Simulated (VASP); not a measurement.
Wanted: the native input for a VASP 6.6.1 run.

```yaml
Task: single point
Functional: PBE
Potentials_or_basis: VASP PAW PBE potentials, release 64 (Cd, F)
Cutoff: 520 eV
k_mesh: 2 × 2 × 2
Occupations: fermi-dirac, width 0.1 eV
Spin: no spin polarisation
Dipole_correction: no
Further_INCAR_settings: LREAL = Auto; ALGO = Normal; EDIFF = 1e-07; NBANDS = 115
```

The structure of Cd7F16 (a cell with a defect) lies in POSCAR:

```
Cd7F16
1.0
    0.0000000000      5.3937660000      5.3937660000
    5.3937660000      0.0000000000      5.3937660000
    5.3937660000      5.3937660000      0.0000000000
Cd F
7 16
Direct
    0.0098753821     -0.0218590313      0.0295736782
    0.0007170315      0.1052810782      0.4996215075
   -0.0083753170      0.5172616869     -0.0304161323
    0.5007393721      0.0066771528     -0.0004217832
    0.5307314963     -0.0218482782      0.5087012488
    0.5007511449      0.4864791131     -0.0004287357
    0.4707504923      0.5172795779      0.4904534235
    0.1219583868      0.1355075470      0.1354843721
    0.3964760429      0.3562666604      0.3641064518
    0.1659537140      0.0973680542      0.6647810639
    0.3689906088      0.3713512970      0.8678379818
    0.1362247639      0.6164556453      0.1039126466
    0.3648431356      0.8926493103      0.3783850653
    0.1164290405      0.6389949063      0.6152736326
    0.3896914512      0.8645806103      0.8884835753
    0.6324668145      0.1078865861      0.1313154853
    0.8355175215      0.4277069120      0.3343365285
    0.6366565587      0.1355226571      0.6207997344
    0.8652797507      0.3562515504      0.8952714115
    0.6118187181      0.6424791139      0.1106149210
    0.8850363549      0.8703330845      0.3838835426
    0.6050867798      0.6164450775      0.6350298660
    0.8795580861      0.8926420798      0.8637033012
```

One way to write it, as run:

INCAR

```
PREC = Accurate
ENCUT = 520
EDIFF = 1E-7
ISMEAR = -1
SIGMA = 0.1
LREAL = Auto
LASPH = T
NELM = 80
ALGO = Normal
ISIF = 2
LWAVE = F
LCHARG = F
GGA = PE
NBANDS = 115
```

KPOINTS

```
Automatic mesh
0
Gamma
  2 2 2
```

Potentials or basis: VASP PAW PBE potentials, release 64 (Cd, F).

The run is started by

```console
$ cat potpaw_PBE.64/Cd/POTCAR potpaw_PBE.64/F/POTCAR > POTCAR
$ mpirun -np 1 vasp_std > vasp.out
```

Results of the run:

The pressure is 4.7 GPa. The largest force is 1.126 eV/Å and the band gap on the k mesh is zero (bands 98 and 99 overlap by 0.07 eV).

Caveat: the k points lie up to 0.50 Å⁻¹ apart.

It took 13 min on 1 thread of Intel(R) Xeon(R) Platinum 8259CL CPU @ 2.50GHz (Skylake/Cascade Lake), on a shared host, peak memory 0.58 GiB.
